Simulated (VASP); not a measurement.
Os:

```
Os
1.0
     2.73938    0.00000    0.00000
    -1.36969    2.37237    0.00000
     0.00000    0.00000    4.31382
Os
2
Cartesian
  0.0000 1.5816 1.0785
  1.3697 0.7908 3.2354
```

Base run:

- Program: VASP 6.6.1
- Functional: r2SCAN
- Potentials or basis: VASP PAW PBE potentials, release 64 (Os)
- Cutoff: 520 eV
- k mesh: 13 × 13 × 7
- Occupations: fermi-dirac, width 0.6 eV
- Spin: no spin polarisation

Its results: band gap on the k mesh zero (band 8 reaches 11.41 eV, above the bottom of band 9 at 7.44 eV); pressure 9.2 GPa.

Problem. After a change of settings the same cell gave: band gap on the k mesh zero (band 8 reaches 11.36 eV, above the bottom of band 9 at 7.39 eV); pressure 0.9 GPa. Which change was it?
A. occupations from fermi-dirac, width 0.6 eV to gaussian, width 0.2 eV
B. occupations from fermi-dirac, width 0.6 eV to gaussian, width 0.6 eV; further incar settings from ALGO = Normal; EDIFF = 1e-06; NBANDS = 15 to ALGO = Normal; EDIFF = 1e-07; NBANDS = 15
C. occupations from fermi-dirac, width 0.6 eV to gaussian, width 1 eV

Solution. A.

Caveats: the PAW data sets were made with another functional, which shifts forces and pressure a little; spin-orbit coupling is left out, which moves the levels of the heavy elements.
